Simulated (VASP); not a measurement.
Set up this calculation in VASP 6.6.1, as the native input.

```yaml
Task: single point
Functional: PBE
Potentials_or_basis: VASP PAW PBE potentials, release 64 (La, Sc_sv, F)
Cutoff: 520 eV
k_mesh: 6 × 6 × 4
Occupations: gaussian, width 0.1 eV
Spin: no spin polarisation
Dipole_correction: no
Further_INCAR_settings: ALGO = Normal; EDIFF = 1e-06; NBANDS = 22
```

The structure of LaScF lies in POSCAR:

```
LaScF
1.0
    4.0757667300      0.0000000000      0.0000000000
   -2.0378833600      3.5297175300      0.0000000000
    0.0000000000      0.0000000000      4.4086186100
La Sc F
1 1 1
Direct
    0.0000000000      0.0000000000      0.0000000000
    0.3333333300      0.6666666700      0.5000000000
    0.6666666700      0.3333333300      0.5000000000
```

The cell was generated, and may not be a known phase.

These files were run (other wordings do the same):

INCAR

```
SYSTEM = LaScF
  PREC = Accurate
  ENCUT = 520
  EDIFF = 1E-6
  ISMEAR = 0
  SIGMA = 0.1
  LREAL = .FALSE.
  LASPH = .TRUE.
  NELM = 100
  ALGO = Normal
  ISIF = 2
  LWAVE = .FALSE.
  LCHARG = .FALSE.
  GGA = PE
  NBANDS = 22
```

KPOINTS

```
regular mesh
0
G
  6 6 4
  0 0 0
```

Potentials or basis: VASP PAW PBE potentials, release 64 (La, Sc_sv, F).

Launch:

```sh
$ cat potpaw_PBE.64/La/POTCAR potpaw_PBE.64/Sc_sv/POTCAR potpaw_PBE.64/F/POTCAR > POTCAR
$ mpirun -np 1 vasp_std > vasp.out
```

It gave:

| Quantity | Value |
| --- | --- |
| Pressure | 5.1 GPa |
| Band gap on the k mesh | zero (an odd number of electrons rules out a gap without spin polarisation) |

Caveat: the stress differs along the axes, from 2 to 12 GPa; spin-orbit coupling is left out, which moves the levels of the heavy elements; an odd number of electrons without spin polarisation forces a metal; a magnetic or distorted state may lie lower.

Run time: 70 s on 1 thread of Intel Xeon 8259CL (shared host), peak memory 0.18 GiB.
